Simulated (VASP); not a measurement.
# W (Im-3m) in VASP: single point with HSE06

Aim: the single point of W with HSE06.

Everything below comes from runs of VASP 6.6.1. Logs are shortened: lines on timing, memory, paths and dates and some standing lists are left out, and cuts for length are marked.

**1. The cell of the first run**

Symmetry: Im-3m, No. 229, cubic system. Conventional cell: a = 3.155 Å, b = 3.155 Å, c = 3.155 Å, α = 90.00°, β = 90.00°, γ = 90.00°. Within 3.6 Å of W (site symmetry m-3m) lie 14 W at 2.73 to 3.15 Å.

**2. Single point, HSE06**

Input file POSCAR:

```
W
1.0
   -1.5772668767      1.5772668767      1.5772668767
    1.5772668767     -1.5772668767      1.5772668767
    1.5772668767      1.5772668767     -1.5772668767
W
1
Direct
    0.0000000000      0.0000000000      0.0000000000
```

Input file INCAR.step1:

```
SYSTEM = W
PREC     = Accurate       ! precision mode
ENCUT    = 520            ! plane-wave cutoff, eV
EDIFF    = 1E-5           ! SCF threshold, eV
ISMEAR   = 0              ! smearing method
SIGMA    = 0.1            ! smearing width, eV
LREAL    = .False.        ! projectors in reciprocal space
LASPH    = .True.         ! aspherical terms in the spheres
NELM     = 80             ! most SCF steps
ALGO     = Normal         ! electronic algorithm
ISIF     = 2              ! what is computed and relaxed
LWAVE    = .True.         ! write WAVECAR
LCHARG   = .False.        ! write CHGCAR
GGA      = PE             ! functional
NBANDS   = 13             ! bands
```

Input file INCAR.step2:

```
SYSTEM = W
PREC     = Accurate       ! precision mode
ENCUT    = 520            ! plane-wave cutoff, eV
EDIFF    = 1E-6           ! SCF threshold, eV
ISMEAR   = 0              ! smearing method
SIGMA    = 0.1            ! smearing width, eV
LREAL    = .False.        ! projectors in reciprocal space
LASPH    = .True.         ! aspherical terms in the spheres
NELM     = 80             ! most SCF steps
ALGO     = Normal         ! electronic algorithm
ISIF     = 2              ! what is computed and relaxed
LWAVE    = .False.        ! write WAVECAR
LCHARG   = .False.        ! write CHGCAR
GGA      = PE             ! functional
LHFCALC  = .True.         ! exact exchange
HFSCREEN = 0.2079         ! screening, 1/A
PRECFOCK = Normal       
ISTART   = 1            
NBANDS   = 13             ! bands
```

Input file KPOINTS:

```
regular mesh
0
Gamma
  8 8 8
  0 0 0
```

Potentials or basis: VASP PAW PBE potentials, release 64 (W_sv).

Run with:

```bash
$ cat potpaw_PBE.64/W_sv/POTCAR > POTCAR
$ cp INCAR.step1 INCAR
$ mpirun -np 1 vasp_std > vasp.out
$ cp INCAR.step2 INCAR
$ mpirun -np 1 vasp_std > vasp.out
```

OUTCAR:

```text
SYSTEM = W
   PREC = Accurate
   ENCUT = 520
   EDIFF = 1E-6
   ISMEAR = 0
   LREAL = .False.
   LASPH = .True.
   NELM = 80
   ISIF = 2
   GGA = PE
   LHFCALC = .True.
   HFSCREEN = 0.2079
   PRECFOCK = Normal
   ISTART = 1

 ion  position               nearest neighbor table
   1  0.000  0.000  0.000-

  LATTYP: Found a body centered cubic cell.
 ALAT       =     3.1545337534

  Lattice vectors:

 A1 = (  -1.5772668767,   1.5772668767,   1.5772668767)
 A2 = (   1.5772668767,  -1.5772668767,   1.5772668767)
 A3 = (   1.5772668767,   1.5772668767,  -1.5772668767)

Analysis of symmetry for initial positions (statically):
=====================================================================
 Subroutine PRICEL returns:
 Original cell was already a primitive cell.

 Routine SETGRP: Setting up the symmetry group for a
 body centered cubic supercell.

 Subroutine GETGRP returns: Found 48 space group operations
 (whereof 48 operations were pure point group operations)
 out of a pool of 48 trial point group operations.

The static configuration has the point symmetry O_h .

Analysis of symmetry for dynamics (positions and initial velocities):
=====================================================================
 Subroutine PRICEL returns:
 Original cell was already a primitive cell.

 Routine SETGRP: Setting up the symmetry group for a
 body centered cubic supercell.

 Subroutine GETGRP returns: Found 48 space group operations
 (whereof 48 operations were pure point group operations)
 out of a pool of 48 trial point group operations.

The dynamic configuration has the point symmetry O_h .

 Subroutine INISYM returns: Found 48 space group operations
 (whereof 48 operations are pure point group operations),
 and found     1 'primitive' translations

----------------------------------------------------------------------------------------

                                     Primitive cell

  volume of cell :      15.6955

  direct lattice vectors                    reciprocal lattice vectors
    -1.577266877  1.577266877  1.577266877     0.000000000  0.317004058  0.317004058
     1.577266877 -1.577266877  1.577266877     0.317004058  0.000000000  0.317004058
     1.577266877  1.577266877 -1.577266877     0.317004058  0.317004058  0.000000000

  length of vectors
     2.731906368  2.731906368  2.731906368     0.448311438  0.448311438  0.448311438

[... 94 lines left out ...]
   EFERMI_NEDOS =   21; number of points for ismear=-14 and -15
   IALGO  =     38    algorithm
   IMIX   =      1    mixing-type and parameters
     AMIX     =   0.40;   BMIX     =  1.00
     AMIX_MAG =   1.60;   BMIX_MAG =  1.00
  volume/ion in A,a.u.               =      15.70       105.92
  Fermi-wavevector in a.u.,A,eV,Ry     =   1.575889  2.977999 33.789070  2.483427
  Thomas-Fermi vector in A             =   2.676805
   LORBIT       =      0    0 simple, 1 ext, 2 COOP (PROOUT), +10 PAW based schemes
   GGA     = PE    functional components
   LHFCALC =     T    Hartree Fock is set to
   PRECFOCK=normal    Normal, Fast or Accurate (Low or Medium for compatibility)
   ENCUT4O =  -1.0   cutoff for four orbital integrals eV
   NKREDX  =     1    reduce k-point grid by
   NKREDY  =     1    reduce k-point grid by
   NKREDZ  =     1    reduce k-point grid by
   AEXX    =    0.2500 exact exchange contribution
   HFSCREEN=    0.2079 screening length (either q_TF or 0.3 A-1)
   HFSCREENC=   0.2079 screening length for correlation (either q_TF or 0.3 A-1)
   ENCUTFOCK=  -1.0 apply spherical cutoff to Coloumb kernel
   IVDW    =     0    specifies the selected vdW correction
   LEPSILON=     F    determine dielectric tensor
   LRPA    =     F    only Hartree local field effects (RPA)
 non-spin polarized calculation
 Gauss-broadening in eV      SIGMA  =   0.10
  energy-cutoff  :      520.00
  volume of cell :       15.70
 maximum number of plane-waves:       429
  NGX = 16; NGY = 16; NGZ = 16

 number of electron      14.0000005 magnetization

 Free energy of the ion-electron system (eV)
  ---------------------------------------------------
  ext. energy  EPLUGINS =         0.00000000
  ---------------------------------------------------
  free energy    TOTEN  =       -15.03538095 eV

  energy without entropy =      -15.03538095  energy(sigma->0) =      -15.03538095

 E-fermi :  11.2614     XC(G=0): -11.1428

 val. band max:       10.8040737557   @ k =   0.1250   0.0000   0.0000
 cond. band min:      11.7161292802   @ k =  -0.2500   0.2500   0.1250
 fundamental gap:      0.9120555244
 Fermi energy:        11.2614054516

 k-point     1 :       0.0000    0.0000    0.0000
  band No.  band energies     occupation
      1     -66.8943      2.00000
      2     -28.8735      2.00000
      3     -28.8735      2.00000
      4     -28.8735      2.00000
      5       0.4483      2.00000
      6       9.9268      2.00000
      7       9.9268      2.00000
      8       9.9268      2.00000
      9      14.5154      0.00000
     10      14.5154      0.00000
     11      26.8942      0.00000
     12      26.8942      0.00000
     13      26.8942      0.00000
[... 354 lines left out ...]
  band No.  band energies     occupation
      1     -66.6876      2.00000
      2     -30.0090      2.00000
      3     -29.5679      2.00000
      4     -29.4292      2.00000
      5       6.1962      2.00000
      6       7.1235      2.00000
      7      10.7497      2.00000
      8      11.8095      0.00000
      9      15.6746      0.00000
     10      16.5654      0.00000
     11      26.3785      0.00000
     12      28.9496      0.00000
     13      30.1256      0.00000

 [... further k-points ...]

------------------------ aborting loop because EDIFF is reached ----------------------------------------

  FORCE on cell =-STRESS in cart. coord.  units (eV):
  Direction    XX          YY          ZZ          XY          YZ          ZX
  --------------------------------------------------------------------------------------
  -------------------------------------------------------------------------------------
  Total        0.2112430      0.2112430      0.2112430      0.0000000      0.0000000      0.0000000
  in kB       21.5634113     21.5634113     21.5634113      0.0000000      0.0000000      0.0000000
  external PRESSURE =      21.5634113 kB  Pullay stress =       0.0000000 kB

 VOLUME and BASIS-vectors are now :
 -----------------------------------------------------------------------------
  energy-cutoff  :      520.00
  volume of cell :       15.70
      direct lattice vectors                 reciprocal lattice vectors
    -1.577266877  1.577266877  1.577266877     0.000000000  0.317004058  0.317004058
     1.577266877 -1.577266877  1.577266877     0.317004058  0.000000000  0.317004058
     1.577266877  1.577266877 -1.577266877     0.317004058  0.317004058  0.000000000

 POSITION                                       TOTAL-FORCE (eV/Angst)
 -----------------------------------------------------------------------------------
      0.00000      0.00000      0.00000        -0.000000     -0.000000     -0.000000
 -----------------------------------------------------------------------------------
    total drift:                                0.000000      0.000002     -0.000001

  FREE ENERGIE OF THE ION-ELECTRON SYSTEM (eV)
  ---------------------------------------------------
  free  energy   TOTEN  =       -15.0353809519 eV

  energy  without entropy=      -15.0353809519  energy(sigma->0) =      -15.03538095
```

It took 45 min on 1 thread of Intel Xeon Platinum 8259CL at 2.50GHz (Skylake/Cascade Lake), shared host; peak memory 0.24 GiB.

Results:

```
Free energy            : -15.0354 eV
Pressure               : 2.2 GPa
Band gap on the k mesh : zero (bands 7 and 8 overlap by 7.38 eV)
```

Caveat: the PAW data sets were made with another functional, which shifts forces and pressure a little; spin-orbit coupling is left out, which moves the levels of the heavy elements.

The gap in the log of VASP goes by the Fermi energy; the results here count the filled bands.